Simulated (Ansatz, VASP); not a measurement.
**One calculation of BAs, two programs**

File INCAR:

```
  PREC = Accurate
  ENCUT = 520
  EDIFF = 1E-6
  ISMEAR = -1
  SIGMA = 0.02
  LREAL = F
  LASPH = T
  NELM = 100
  ALGO = Normal
  ISIF = 2
  LWAVE = F
  LCHARG = F
  GGA = PE
  NBANDS = 11
```

File KPOINTS:

```
Automatic mesh
0
Gamma
  10 10 10
```

The input POSCAR:

```
BAs
1.0
    0.0000000000      2.3440302520      2.3440302520
    2.3440302520      0.0000000000      2.3440302520
    2.3440302520      2.3440302520      0.0000000000
B As
1 1
Direct
    0.0000000000      0.0000000000      0.0000000000
    0.2500000000      0.2500000000      0.2500000000
```

Input for Ansatz:

```yaml
crystal:
  lattice:
    - [0.0, 2.344030252, 2.344030252]
    - [2.344030252, 0.0, 2.344030252]
    - [2.344030252, 2.344030252, 0.0]
  atoms:
    - { symbol: B, position: [0.0, 0.0, 0.0] }
    - { symbol: As, position: [0.25, 0.25, 0.25] }
kpoints:
  mp_grid: { grid: [10, 10, 10] }
  band_path:
    path:
      - [0.0, 0.0, 0.0]
      - [-0.5, -0.5, 0.0]
      - [-0.375, -0.375, 0.25]
      - [-0.375, 0.0, 0.375]
      - [0.0, 0.0, 0.5]
      - [-0.5, -0.25, 0.25]
      - [0.0, 0.401042, 0.401042]
    npoints: 1
hamiltonian:
  xc: pbe
scf:
  occupations: { method: fermi_dirac, width: 0.02 }
  n_extra_bands: 4
output:
  forces: true
  stress: true
  eigenvalues: true
```

Change from the starting cell: hydrostatic strain -2.0%.

Alike in both runs: task single point; functional PBE; k mesh 10 × 10 × 10; occupations fermi-dirac, width 0.02 eV; no spin polarisation.

|  | VASP | Ansatz |
| --- | --- | --- |
| version | VASP 6.6.1 | Ansatz 0.2.0 |
| potentials or method | VASP PAW PBE potentials, release 64 (B, As) | plane waves, PAW |
| plane-wave cutoff (eV) | 520 | 420 |
| valence electrons in the cell | 8 | 18 |

Ansatz gave:

```
gap on the k mesh at the Fermi level (eV) : 1.13
pressure (GPa)                            : 11.8
```

Question: Which values does VASP return?

Answer: gap on the k mesh at the Fermi level (eV): 1.12; pressure (GPa): 12.6.

VASP's potentials hold 8 valence electrons a cell and Ansatz's 18, so a difference there can come from the potentials and not from the codes.
